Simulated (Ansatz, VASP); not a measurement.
**Al9H: VASP beside Ansatz**

```xyz
20
Lattice="5.7071 0.0000 0.0000 -1.4268 9.7015 0.0000 0.0000 0.0000 22.7904" Properties=species:S:1:pos:R:3 pbc="T T T"
Al    1.4268    0.6295    4.0000
Al    4.2803    0.6295    4.0000
Al    1.4268    3.3172    4.9957
Al    4.2803    3.3172    4.9957
Al    0.0000    5.7950    5.1949
Al    2.8535    5.7950    5.1949
Al    1.4268    8.2728    5.3940
Al    4.2803    8.2728    5.3940
Al    0.0003    1.2390    6.4001
Al    2.8538    1.2390    6.4001
Al   -0.0072    3.9216    7.5233
Al    2.8463    3.9216    7.5233
Al    1.4238    6.3997    7.6799
Al    4.2774    6.3997    7.6799
Al   -0.0083    8.8388    7.8610
Al    2.8452    8.8388    7.8610
Al    1.4319    1.7599    8.7904
Al    4.2854    1.7599    8.7904
H     2.9087    3.7486   11.3904
H     2.7996    4.4906   11.3904
```

Alike in both runs: task single point; functional PBE; k mesh 5 × 3 × 1; occupations gaussian, width 0.1 eV; no spin polarisation.

|  | VASP | Ansatz |
| --- | --- | --- |
| version | VASP 6.6.1 | Ansatz 0.2.0 |
| potentials or method | VASP PAW PBE potentials, release 64 (Al, H), cutoff 520 eV | scalar-relativistic, plane waves, PAW |
| valence electrons in the cell | 56 | 56 |

VASP gave:

- gap on the k mesh at the Fermi level (eV): none
- rms of the force components (eV/Å): 0.046

Problem. Which values does Ansatz return?

Solution. gap on the k mesh at the Fermi level (eV): none; rms of the force components (eV/Å): 0.047.

Atom by atom the forces differ by 0.005 eV/Å (rms over components). A gap of «none» marks a metal or a gap that the smearing closes. With one functional, cell and mesh, what is left measures potentials, basis and numerics. Ansatz's warnings: xc potential rough in thin density.
